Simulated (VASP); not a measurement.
AlC, 4 atoms in the cell. Symmetry: Pmma, No. 51, orthorhombic system. The conventional cell has a = 4.064 Å, b = 2.690 Å, c = 4.150 Å, α = 90.00°, β = 90.00°, γ = 90.00°. Within 3.3 Å of Al (site symmetry mm2) lie 8 C at 2.47 to 2.49 Å and 6 Al at 2.56 to 3.30 Å. Within 3.3 Å of C (site symmetry mm2) lie 8 Al at 2.47 to 2.49 Å and 6 C at 2.56 to 3.29 Å. 

- Program: VASP 6.6.1
- Task: single point
- Functional: PBE
- Potentials or basis: VASP PAW PBE potentials, release 64 (Al, C)
- Cutoff: 520 eV
- k mesh: 4 × 6 × 4
- Occupations: gaussian, width 0.1 eV
- Spin: no spin polarisation
- Dipole correction: no
- Further INCAR settings: ALGO = Normal; EDIFF = 1e-07; NBANDS = 15

Potentials or basis: VASP PAW PBE potentials, release 64 (Al, C).

The run is started by

```bash
$ cat potpaw_PBE.64/Al/POTCAR potpaw_PBE.64/C/POTCAR > POTCAR
$ mpirun -np 1 vasp_std > vasp.out
```

Hardware: 1 thread of Intel(R) Xeon(R) Platinum 8488C (Sapphire Rapids) (shared host).

Task: Estimate the wall time of this run.

Result: Run time: 13 s on 1 thread of Intel(R) Xeon(R) Platinum 8488C (Sapphire Rapids), with other jobs on the host, peak memory 0.15 GiB. Counts: scf iterations 14, k points 36.
